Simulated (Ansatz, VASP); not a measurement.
**VO2 in VASP and in Ansatz**

The input INCAR:

```
SYSTEM = VO2
PREC = Accurate
ENCUT = 600
EDIFF = 1E-6
ISMEAR = 0
SIGMA = 0.02
LREAL = .False.
LASPH = .True.
NELM = 200
ALGO = Normal
ISIF = 2
LWAVE = .False.
LCHARG = .False.
ISPIN = 2
MAGMOM = 0.95 0.95 0 0 0 0
LORBIT = 11
LMAXMIX = 4
LDAU = .True.
LDAUTYPE = 2
LDAUL = 2 -1
LDAUU = 3.25 0
LDAUJ = 0 0
LDAUPRINT = 1
GGA = PE
NBANDS = 38
GGA_COMPAT = .False.
```

The input KPOINTS:

```
Automatic mesh
0
Gamma
  6 10 6
  0 0 0
```

File POSCAR:

```
VO2
1.0
    4.4813933299      0.0000000000      0.0709112482
    0.0000000000      3.0255691672      0.0000000000
   -0.0708043235      0.0000000000      4.4813950206
V O
2 4
Direct
    0.0000000000      0.0000000000      0.0000000000
    0.5000000000      0.5000000000      0.5000000000
    0.7989754390      0.5000000000      0.2010245610
    0.2010245610      0.5000000000      0.7989754390
    0.7010226188      0.0000000000      0.7010226188
    0.2989773812      0.0000000000      0.2989773812
```

Input for Ansatz:

```yaml
crystal:
  lattice:
    - [4.4813933299, 0.0, 0.0709112482]
    - [0.0, 3.0255691672, 0.0]
    - [-0.0708043235, 0.0, 4.4813950206]
  atoms:
    - { symbol: V, position: [0.0, 0.0, 0.0], spin: 0.95 }
    - { symbol: V, position: [0.5, 0.5, 0.5], spin: 0.95 }
    - { symbol: O, position: [0.798975439, 0.5, 0.201024561] }
    - { symbol: O, position: [0.201024561, 0.5, 0.798975439] }
    - { symbol: O, position: [0.7010226188, 0.0, 0.7010226188] }
    - { symbol: O, position: [0.2989773812, 0.0, 0.2989773812] }
basis:
  ecutwfc: 420
kpoints:
  mp_grid: { grid: [6, 10, 6] }
  band_path: { path: [VBM, CBM], npoints: 2 }
hamiltonian:
  xc: pbe
  hubbard: { sites: [{ species: V, l: d, u_eff: 3.25 }] }
scf:
  occupations: { method: gaussian, width: 0.02 }
output:
  forces: false
  stress: false
  eigenvalues: true
  populations: true
magnetization:
  spin_polarized: true
checkpoint:
  read: start.run
  write: ck
  compress: false
  write_wavefunctions: false
  write_every: 100000
```

Alike in both runs: task single point; functional PBE; k mesh 6 × 10 × 6; occupations gaussian, width 0.02 eV; collinear spin; Hubbard terms V d U = 3.25 eV.

```csv
,VASP,Ansatz
version,VASP 6.6.1,Ansatz 0.2.0
potentials or method,"VASP PAW PBE potentials, release 64 (V_sv, O), cutoff 600 eV","scalar-relativistic, plane waves, PAW"
valence electrons in the cell,50,50
```

```tsv
	VASP	Ansatz	Ansatz less VASP
gap on the k mesh at the Fermi level (eV)	0.99	0.88	-0.115
least direct gap on the mesh (eV)	1.24	1.07	-0.165
net moment per atom (μB)	0.33	0.33	0.000
size of the moment on the site where the two differ most (μB)	1.07	0.86	-0.211
```

Site moments also hang on the region over which each program counts them. The programs project onto different local orbitals, so the same U acts differently, and such runs can settle in different states. Ansatz's warnings: near symmetry operations not taken, stability check not made.
